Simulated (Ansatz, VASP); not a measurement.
# GaIr2: VASP beside Ansatz

The input INCAR:

```
SYSTEM = GaIr2
ALGO = Normal ; EDIFF = 1E-6
EDIFFG = -0.04 ; ENCUT = 600
GGA = PE ; IBRION = 2
ISIF = 3 ; ISMEAR = 0
LASPH = .True. ; LCHARG = .False.
LREAL = .False. ; LWAVE = .False.
NELM = 60 ; NSW = 90
PREC = Accurate ; SIGMA = 0.1
```

KPOINTS

```
k-points
0
Gamma
  4 4 4
  0 0 0
```

File POSCAR:

```
GaIr2
1.0
    0.0000000000      3.5513719684      3.5513719684
    3.5513719684      0.0000000000      3.5513719684
    3.5513719684      3.5513719684      0.0000000000
Ga Ir
2 4
Direct
    0.0000000000      0.0000000000      0.0000000000
    0.2500000000      0.2500000000      0.2500000000
    0.6250000000      0.6250000000      0.6250000000
    0.1250000000      0.6250000000      0.6250000000
    0.6250000000      0.6250000000      0.1250000000
    0.6250000000      0.1250000000      0.6250000000
```

Input for Ansatz:

```yaml
crystal:
  lattice:
    - [0.0, 3.5513719684, 3.5513719684]
    - [3.5513719684, 0.0, 3.5513719684]
    - [3.5513719684, 3.5513719684, 0.0]
  atoms:
    - { symbol: Ga, position: [0.0, 0.0, 0.0] }
    - { symbol: Ga, position: [0.25, 0.25, 0.25] }
    - { symbol: Ir, position: [0.625, 0.625, 0.625] }
    - { symbol: Ir, position: [0.125, 0.625, 0.625] }
    - { symbol: Ir, position: [0.625, 0.625, 0.125] }
    - { symbol: Ir, position: [0.625, 0.125, 0.625] }
basis:
  ecutwfc: 420
kpoints:
  mp_grid: { grid: [4, 4, 4] }
hamiltonian:
  xc: pbe
scf:
  occupations: { method: gaussian, width: 0.1 }
  lower_state_search: "off"
output:
  forces: true
  stress: true
  eigenvalues: true
relax:
  adjacent_minimum: "off"
  f_tol: 0.04
  max_steps: 70
  cell: { stress_tol: 0.4 }
```

Alike in both runs: task relaxation of cell and atoms; functional PBE; k mesh 4 × 4 × 4; occupations gaussian, width 0.1 eV; no spin polarisation.

```csv
,VASP,Ansatz
version,VASP 6.6.1,Ansatz 0.2.0
potentials or method,"VASP PAW PBE potentials, release 64 (Ga_d, Ir), cutoff 600 eV","scalar-relativistic, plane waves, PAW"
valence electrons in the cell,62,94
```

|  | VASP | Ansatz | Ansatz less VASP |
| --- | --- | --- | --- |
| gap on the k mesh at the Fermi level, each at its own relaxed structure (eV) | none | none | - |
| relaxed volume (Å³/atom) | 16.68 | 16.61 | -0.076 |
| relaxed cell length with the largest relative difference (Å) | 5.212 | 5.204 | -0.0080 |

A gap of «none» marks a metal or a gap that the smearing closes. VASP's potentials hold 62 valence electrons a cell and Ansatz's 94, so a difference there can come from the potentials and not from the codes.

The k mesh is coarse, so the values compare programs but aren't converged. Spin-orbit coupling is off throughout.
